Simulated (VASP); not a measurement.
# SiW7 (P4/mmm) in VASP: notebook

The runs below take SiW7 through single point, with PBE.

All numbers are computed with VASP 6.6.1; they aren't measurements. Logs are shortened: lines on timing, memory, paths and dates and some standing lists are left out, and cuts for length are marked.

## (1) The cell of the first run

Symmetry: P4/mmm, No. 123, tetragonal system. Conventional cell: a = 3.127 Å, b = 3.127 Å, c = 12.057 Å, α = 90.00°, β = 90.00°, γ = 90.00°. Within 3.5 Å of Si (site symmetry 4/mmm) lie 10 W at 2.62 to 2.92 Å and 4 Si at 3.13 Å. Within 3.5 Å of W (site symmetry 4mm) lie 13 W at 2.68 to 3.13 Å and 1 Si at 2.92 Å. W (site symmetry 4mm) has 14 W at 2.70 to 3.13 Å within 3.6 Å. W (site symmetry 4mm) has 4 Si at 2.62 Å and 10 W at 2.68 to 3.13 Å within 3.5 Å. Within 3.6 Å of W (site symmetry 4/mmm) lie 14 W at 2.70 to 3.13 Å.

## (2) Single point, PBE (volume scaled by 0.94, then relaxed in part)

Input file INCAR:

```
SYSTEM = SiW7
PREC     = Accurate       ! precision mode
ENCUT    = 520            ! plane-wave cutoff, eV
EDIFF    = 1E-7           ! SCF threshold, eV
ISMEAR   = 0              ! smearing method
SIGMA    = 0.1            ! smearing width, eV
LREAL    = .FALSE.        ! projectors in reciprocal space
LASPH    = .TRUE.         ! aspherical terms in the spheres
NELM     = 100            ! most SCF steps
ALGO     = Fast           ! electronic algorithm
ISIF     = 2              ! what is computed and relaxed
LWAVE    = .FALSE.        ! write WAVECAR
LCHARG   = .FALSE.        ! write CHGCAR
GGA      = PE             ! functional
NBANDS   = 61             ! bands
```

Input file KPOINTS:

```
regular mesh
0
G
  10 10 4
  0 0 0
```

Input file POSCAR:

```
SiW7
1.0
    3.1269509255      0.0000000000      0.0000000000
    0.0000000000      3.1269509255      0.0000000000
    0.0000000000      0.0000000000     12.0565068178
Si W
1 7
Direct
    0.0000000000      0.0000000000      0.0000000000
    0.0000000000      0.0000000000      0.2422529243
    0.5000000000      0.5000000000      0.3714942967
    0.5000000000      0.5000000000      0.8839946436
    0.5000000000      0.5000000000      0.1160053564
    0.0000000000      0.0000000000      0.7577470757
    0.5000000000      0.5000000000      0.6285057033
    0.0000000000      0.0000000000      0.5000000000
```

Potentials or basis: VASP PAW PBE potentials, release 64 (Si, W_sv).

The run is started by

```bash
> cat potpaw_PBE.64/Si/POTCAR potpaw_PBE.64/W_sv/POTCAR > POTCAR
> mpirun -np 1 vasp_std > vasp.out
```

OUTCAR:

```text
SYSTEM = SiW7
   PREC = Accurate
   ENCUT = 520
   EDIFF = 1E-7
   ISMEAR = 0
   LREAL = .FALSE.
   LASPH = .TRUE.
   NELM = 100
   ISIF = 2
   GGA = PE

 ion  position               nearest neighbor table
   1  0.000  0.000  0.000-   4 2.62   5 2.62   4 2.62   5 2.62   4 2.62   5 2.62   4 2.62   5 2.62
                             2 2.92   6 2.92
   2  0.000  0.000  0.242-   5 2.68   5 2.68   5 2.68   5 2.68   3 2.70   3 2.70   3 2.70   3 2.70
                             1 2.92   8 3.11
   3  0.500  0.500  0.371-   8 2.70   8 2.70   8 2.70   8 2.70   2 2.70   2 2.70   2 2.70   2 2.70
                             5 3.08   7 3.10
   4  0.500  0.500  0.884-   1 2.62   1 2.62   1 2.62   1 2.62   6 2.68   6 2.68   6 2.68   6 2.68
                             5 2.80   7 3.08
   5  0.500  0.500  0.116-   1 2.62   1 2.62   1 2.62   1 2.62   2 2.68   2 2.68   2 2.68   2 2.68
                             4 2.80   3 3.08
   6  0.000  0.000  0.758-   4 2.68   4 2.68   4 2.68   4 2.68   7 2.70   7 2.70   7 2.70   7 2.70
                             1 2.92   8 3.11
   7  0.500  0.500  0.629-   8 2.70   8 2.70   8 2.70   8 2.70   6 2.70   6 2.70   6 2.70   6 2.70
                             4 3.08   3 3.10
   8  0.000  0.000  0.500-   3 2.70   7 2.70   3 2.70   7 2.70   3 2.70   7 2.70   3 2.70   7 2.70
                             6 3.11   2 3.11

  LATTYP: Found a simple tetragonal cell.
 ALAT       =     3.1269509255
 C/A-ratio  =     3.8556750985

  Lattice vectors:

 A1 = (   3.1269509255,   0.0000000000,   0.0000000000)
 A2 = (   0.0000000000,   3.1269509255,   0.0000000000)
 A3 = (   0.0000000000,   0.0000000000,  12.0565068178)

Analysis of symmetry for initial positions (statically):
=====================================================================
 Subroutine PRICEL returns:
 Original cell was already a primitive cell.

 Routine SETGRP: Setting up the symmetry group for a
 simple tetragonal supercell.

 Subroutine GETGRP returns: Found 16 space group operations
 (whereof 16 operations were pure point group operations)
 out of a pool of 16 trial point group operations.

The static configuration has the point symmetry D_4h.

Analysis of symmetry for dynamics (positions and initial velocities):
=====================================================================
 Subroutine PRICEL returns:
 Original cell was already a primitive cell.

 Routine SETGRP: Setting up the symmetry group for a
 simple tetragonal supercell.

 Subroutine GETGRP returns: Found 16 space group operations
[... 117 lines left out ...]
   EDIFFG = 0.1E-05   stopping-criterion for IOM
   NSW    =      0    number of steps for IOM
   IBRION =     -1    ionic relax: 0-MD 1-quasi-New 2-CG
   NFREE  =      0    steps in history (QN), initial steepest desc. (CG)
   ISIF   =      2    stress and relaxation
   ISYM   =      2    0-nonsym 1-usesym 2-fastsym
   POTIM  = 0.5000    time-step for ionic-motion
   TEBEG  =    0.0;   TEEND  =   0.0 temperature during run
   PSTRESS=    0.0 pullay stress
   NELECT =     102.0000    total number of electrons
   NUPDOWN=      -1.0000    fix difference up-down
   EMIN   =  10.00;   EMAX   =-10.00  energy-range for DOS
   EFERMI =   0.00;   METHOD = LEGACY
   ISMEAR =     0;   SIGMA  =   0.10  broadening in eV -4-tet -1-fermi 0-gaus
   EFERMI_NEDOS =   21; number of points for ismear=-14 and -15
   IALGO  =     68    algorithm
   IMIX   =      4    mixing-type and parameters
     AMIX     =   0.40;   BMIX     =  1.00
     AMIX_MAG =   1.60;   BMIX_MAG =  1.00
  volume/ion in A,a.u.               =      14.74        99.44
  Fermi-wavevector in a.u.,A,eV,Ry     =   1.559985  2.947944 33.110490  2.433552
  Thomas-Fermi vector in A             =   2.663263
   LORBIT       =      0    0 simple, 1 ext, 2 COOP (PROOUT), +10 PAW based schemes
   GGA     = PE    functional components
   LHFCALC =     F    Hartree Fock is set to
   AEXX    =    0.0000 exact exchange contribution
   IVDW    =     0    specifies the selected vdW correction
   LEPSILON=     F    determine dielectric tensor
   LRPA    =     F    only Hartree local field effects (RPA)
 non-spin polarized calculation
 RMM-DIIS sequential band-by-band and
 Gauss-broadening in eV      SIGMA  =   0.10
  energy-cutoff  :      520.00
  volume of cell :      117.89
 maximum number of plane-waves:      3220
 NGX is ok and might be reduce to    24
   NGX = 11   NGY = 11   NGZ = 45

 number of electron     102.0000015 magnetization

 Free energy of the ion-electron system (eV)
  ---------------------------------------------------
  ext. energy  EPLUGINS =         0.00000000
  ---------------------------------------------------
  free energy    TOTEN  =       -95.22789137 eV

  energy without entropy =      -95.20952673  energy(sigma->0) =      -95.21870905

 E-fermi :  12.0287     XC(G=0): -13.7029

 val. band max:       12.0095480217   @ k =   0.5000   0.0000   0.5000
 cond. band min:      12.0299777094   @ k =   0.3000   0.0000   0.2500
 fundamental gap:      0.0204296878
 Fermi energy:        12.0286721238

 k-point     1 :       0.0000    0.0000    0.0000
  band No.  band energies     occupation
      1     -61.9986      2.00000
      2     -61.9401      2.00000
      3     -61.8339      2.00000
      4     -61.7888      2.00000
      5     -61.7485      2.00000
      6     -61.4770      2.00000
[... 1525 lines left out ...]
     60      14.0721      0.00000
     61      14.7048      0.00000

 [... further k-points ...]
[... 5 lines left out ...]
  --------------------------------------------------------------------------------------
  -------------------------------------------------------------------------------------
  Total       15.3638835     15.3638835     15.3341592      0.0000000      0.0000000      0.0000000
  in kB      208.8083976    208.8083976    208.4044195      0.0000000      0.0000000      0.0000000
  external PRESSURE =     208.6737382 kB  Pullay stress =       0.0000000 kB

 VOLUME and BASIS-vectors are now :
 -----------------------------------------------------------------------------
  energy-cutoff  :      520.00
  volume of cell :      117.89
      direct lattice vectors                 reciprocal lattice vectors
     3.126950926  0.000000000  0.000000000     0.319800350  0.000000000  0.000000000
     0.000000000  3.126950926  0.000000000     0.000000000  0.319800350  0.000000000
     0.000000000  0.000000000 12.056506818     0.000000000  0.000000000  0.082942764

 POSITION                                       TOTAL-FORCE (eV/Angst)
 -----------------------------------------------------------------------------------
      0.00000      0.00000      0.00000        -0.000000     -0.000000      0.000000
      0.00000      0.00000      2.92072         0.000000     -0.000000      0.001298
      1.56348      1.56348      4.47892        -0.000000      0.000000     -0.001179
      1.56348      1.56348     10.65789        -0.000000      0.000000      0.036719
      1.56348      1.56348      1.39862         0.000000      0.000000     -0.036719
      0.00000      0.00000      9.13578        -0.000000     -0.000000     -0.001298
      1.56348      1.56348      7.57758        -0.000000     -0.000000      0.001179
      0.00000      0.00000      6.02825        -0.000000     -0.000000      0.000000
 -----------------------------------------------------------------------------------
    total drift:                                0.000000     -0.000000      0.000000

  FREE ENERGIE OF THE ION-ELECTRON SYSTEM (eV)
  ---------------------------------------------------
  free  energy   TOTEN  =       -95.2278913685 eV

  energy  without entropy=      -95.2095267284  energy(sigma->0) =      -95.21870905
```

OSZICAR:

```text
N       E                     dE             d eps       ncg     rms          rms(c)
DAV:   1     0.145189162973E+04    0.14519E+04   -0.58430E+04  7694   0.196E+03
DAV:   2     0.690963339945E+01   -0.14450E+04   -0.14147E+04  7739   0.640E+02
DAV:   3    -0.945791876496E+02   -0.10149E+03   -0.96895E+02  8863   0.153E+02
[... 12 lines left out ...]
RMM:  16    -0.952278907330E+02   -0.22454E-05   -0.20032E-05 11009   0.173E-02    0.632E-03
RMM:  17    -0.952278907431E+02   -0.10034E-07   -0.41361E-06 10184   0.818E-03    0.159E-03
RMM:  18    -0.952278911573E+02   -0.41419E-06   -0.93958E-07  8663   0.414E-03    0.114E-03
RMM:  19    -0.952278912914E+02   -0.13418E-06   -0.23689E-07  6052   0.214E-03    0.637E-04
RMM:  20    -0.952278913685E+02   -0.77056E-07   -0.69608E-08  5674   0.106E-03
   1 F= -.95227891E+02 E0= -.95218709E+02  d E =-.183646E-01
```

It took 16 min on 1 thread of Oxide Virtual Turin-like, shared host; peak memory 0.4 GiB.

What came out:

- Free energy: -95.2279 eV
- Pressure: 20.9 GPa
- Largest force: 0.037 eV/Å
- Band gap on the k mesh: zero (band 51 reaches 13.55 eV, above the bottom of band 52 at 11.77 eV)

Forces on the atoms (eV/Å):
```
Si   0.000  0.000  0.000
W    0.000  0.000  0.001
W    0.000  0.000 -0.001
W    0.000  0.000  0.037
W    0.000  0.000 -0.037
W    0.000  0.000 -0.001
W    0.000  0.000  0.001
W    0.000  0.000  0.000
```

Levels at points of the mesh, in eV from the Fermi level:
| k point | band 48 | band 49 | band 50 | band 51 | band 52 | band 53 | band 54 | band 55 |
| --- | --- | --- | --- | --- | --- | --- | --- | --- |
| (0.00, 0.00, 0.00) | -1.03 | -0.67 | -0.67 | -0.51 | 0.21 | 0.69 | 1.08 | 1.08 |
| (0.50, 0.00, 0.00) | -1.11 | -0.53 | -0.51 | 0.03 | 0.08 | 0.38 | 1.26 | 1.50 |
| (0.50, 0.50, 0.00) | -0.61 | 0.37 | 0.37 | 1.36 | 1.93 | 1.93 | 2.48 | 2.50 |
| (0.00, 0.00, 0.50) | -1.03 | -0.60 | -0.25 | -0.25 | 0.07 | 0.16 | 0.16 | 0.38 |
| (0.50, 0.00, 0.50) | -1.33 | -0.55 | -0.09 | -0.02 | 0.22 | 0.59 | 0.66 | 0.87 |
| (0.50, 0.50, 0.50) | -0.78 | -0.08 | -0.08 | 1.52 | 2.13 | 2.13 | 2.45 | 2.46 |

Caveat: the cell differs from its parent crystal (volume scaled by 0.94, then relaxed in part); spin-orbit coupling is left out, which moves the levels of the heavy elements.

## (3) Single point, PBE

This run uses another cell than the first one, of 15.68 Å³/atom, 1.064 times its volume.

Input file INCAR:

```
ALGO = Fast
EDIFF = 1E-6
ENCUT = 520
GGA = PE
ISIF = 2
ISMEAR = 0
LASPH = T
LCHARG = F
LREAL = F
LWAVE = F
NBANDS = 61
NELM = 80
PREC = Accurate
SIGMA = 0.1
```

Input file KPOINTS:

```
k-points
0
Gamma
  10 10 4
```

Input file POSCAR:

```
SiW7
1.0
    3.1952728490      0.0000000000      0.0000000000
    0.0000000000      3.1952728490      0.0000000000
    0.0000000000      0.0000000000     12.2834362203
Si W
1 7
Direct
    0.0000000000      0.0000000000      0.0000000000
    0.0000000000      0.0000000000      0.2422610657
    0.5000000000      0.5000000000      0.3717132654
    0.5000000000      0.5000000000      0.8835192287
    0.5000000000      0.5000000000      0.1164807713
    0.0000000000      0.0000000000      0.7577389343
    0.5000000000      0.5000000000      0.6282867346
    0.0000000000      0.0000000000      0.5000000000
```

Potentials or basis: VASP PAW PBE potentials, release 64 (Si, W_sv).

The run is started by

```bash
> cat potpaw_PBE.64/Si/POTCAR potpaw_PBE.64/W_sv/POTCAR > POTCAR
> mpirun -np 1 vasp_std > vasp.out
```

Run time: 14 min. Hardware: 1 thread of Oxide Virtual Turin-like, shared host; peak memory 0.42 GiB.

The run converged. Its results:

* Free energy: -95.7066 eV
* Pressure: 0.5 GPa
* Largest force: 0.025 eV/Å
* Band gap on the k mesh: zero (band 51 reaches 12.36 eV, above the bottom of band 52 at 10.89 eV)

Forces in eV/Å, atoms in the order of the input:
```
Si   0.000  0.000  0.000
W    0.000  0.000  0.002
W    0.000  0.000  0.000
W    0.000  0.000  0.025
W    0.000  0.000 -0.025
W    0.000  0.000 -0.002
W    0.000  0.000  0.000
W    0.000  0.000  0.000
```

Levels at points of the mesh, in eV from the Fermi level:
| k point | band 47 | band 48 | band 49 | band 50 | band 51 | band 52 | band 53 | band 54 | band 55 | band 56 |
| --- | --- | --- | --- | --- | --- | --- | --- | --- | --- | --- |
| (0.00, 0.00, 0.00) | -0.96 | -0.96 | -0.63 | -0.63 | -0.50 | 0.18 | 0.73 | 0.96 | 0.96 | 1.25 |
| (0.50, 0.00, 0.00) | -1.46 | -1.03 | -0.53 | -0.48 | -0.07 | 0.04 | 0.40 | 1.16 | 1.43 | 1.43 |
| (0.50, 0.50, 0.00) | -1.35 | -0.63 | 0.17 | 0.17 | 1.07 | 1.78 | 1.78 | 2.25 | 2.25 | 2.62 |
| (0.00, 0.00, 0.50) | -1.02 | -0.85 | -0.58 | -0.26 | -0.26 | 0.12 | 0.12 | 0.19 | 0.32 | 1.27 |
| (0.50, 0.00, 0.50) | -1.34 | -1.24 | -0.51 | -0.15 | -0.13 | 0.22 | 0.60 | 0.62 | 0.81 | 1.50 |
| (0.50, 0.50, 0.50) | -0.92 | -0.80 | -0.21 | -0.21 | 1.22 | 1.95 | 1.95 | 2.22 | 2.23 | 2.68 |

Caveat: spin-orbit coupling is left out, which moves the levels of the heavy elements.
